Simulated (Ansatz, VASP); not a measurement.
**One calculation of Sn, two programs**

The input INCAR:

```
ALGO = Normal
EDIFF = 1E-6
ENCUT = 520
GGA = PE
GGA_COMPAT = False
ISIF = 2
ISMEAR = -1
LASPH = True
LCHARG = False
LORBIT = 11
LORBMOM = True
LREAL = False
LSORBIT = True
LWAVE = False
MAGMOM = 0 0 0 0 0 0
NBANDS = 40
NELM = 150
PREC = Accurate
SIGMA = 0.03
```

The input KPOINTS:

```
k-points
0
Gamma
  9 9 9
```

Contents of POSCAR:

```
Sn
1.0
    0.0000000000      3.2456000000      3.2456000000
    3.2456000000      0.0000000000      3.2456000000
    3.2456000000      3.2456000000      0.0000000000
Sn
2
Direct
    0.5000000000      0.5000000000      0.5000000000
    0.7500000000      0.7500000000      0.7500000000
```

Input for Ansatz:

```yaml
crystal:
  lattice:
    - [0.0, 3.2456, 3.2456]
    - [3.2456, 0.0, 3.2456]
    - [3.2456, 3.2456, 0.0]
  atoms:
    - { symbol: Sn, position: [0.5, 0.5, 0.5] }
    - { symbol: Sn, position: [0.75, 0.75, 0.75] }
kpoints:
  mp_grid: { grid: [9, 9, 9] }
  band_path:
    path:
      - [0.0, 0.0, 0.0]
      - [0.5, 0.0, 0.5]
      - [0.625, 0.25, 0.625]
      - [0.375, 0.375, 0.75]
      - [0.0, 0.0, 0.0]
      - [0.5, 0.5, 0.5]
      - [0.5, 0.25, 0.75]
      - [0.5, 0.0, 0.5]
    npoints: 5
scf:
  occupations: { method: fermi_dirac, width: 0.03 }
hamiltonian:
  xc: pbe
  pseudopotentials: { kind: all_electron, lapw: { basis_error: 0.00025 } }
output:
  forces: true
  stress: true
  eigenvalues: true
magnetization:
  noncollinear: true
  spin_orbit: true
```

Alike in both runs: task single point; functional PBE; k mesh 9 × 9 × 9; occupations fermi-dirac, width 0.03 eV; non-collinear spin, spin-orbit coupling.

|  | VASP | Ansatz |
| --- | --- | --- |
| version | VASP 6.6.1 | Ansatz 0.2.0 |
| potentials or method | VASP PAW PBE potentials, release 64 (Sn_d), cutoff 520 eV | all-electron LAPW |

```tsv
	VASP	Ansatz	Ansatz less VASP
pressure (GPa)	3.2	3.2	+0.01
```

Ansatz ran all-electron here, and VASP with PAW potentials.
